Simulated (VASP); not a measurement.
ZnS:

```xyz
6
Lattice="1.9031 1.0987 9.3520 -1.9031 1.0987 9.3520 0.0000 -2.1975 9.3520" Properties=species:S:1:pos:R:3 pbc="T T T"
Zn    0.0000    0.0000   28.0550
Zn    0.0000    0.0000    6.2360
Zn    0.0000    0.0000   12.4739
S     0.0000    0.0000    2.3362
S     0.0000    0.0000   14.8090
S     0.0000    0.0000    8.5671
```

Base run:

| Quantity | Value |
| --- | --- |
| Program | VASP 6.6.1 |
| Functional | PBEsol |
| Potentials or basis | VASP PAW PBE potentials, release 64 (Zn, S) |
| Cutoff | 520 eV |
| k mesh | 6 × 6 × 6 |
| Occupations | gaussian, width 0.01 eV |
| Spin | no spin polarisation |
| Hubbard terms | Zn d U = 8.0 eV |

Its results: band gap on the k mesh 2.57 eV; pressure -4.6 GPa; largest force 0.024 eV/Å.

Task: The run is repeated on the same cell with these changes: hubbard terms from Zn d U = 8.0 eV to Zn d U = 2.0 eV. What comes out?

Result: Band gap on the k mesh 2.19 eV; pressure -1.7 GPa; largest force 0.013 eV/Å.

Caveats: the PAW data sets were made with another functional, which shifts forces and pressure a little; the cell stands under tension (at least some runs).

A k mesh can miss the band edges.
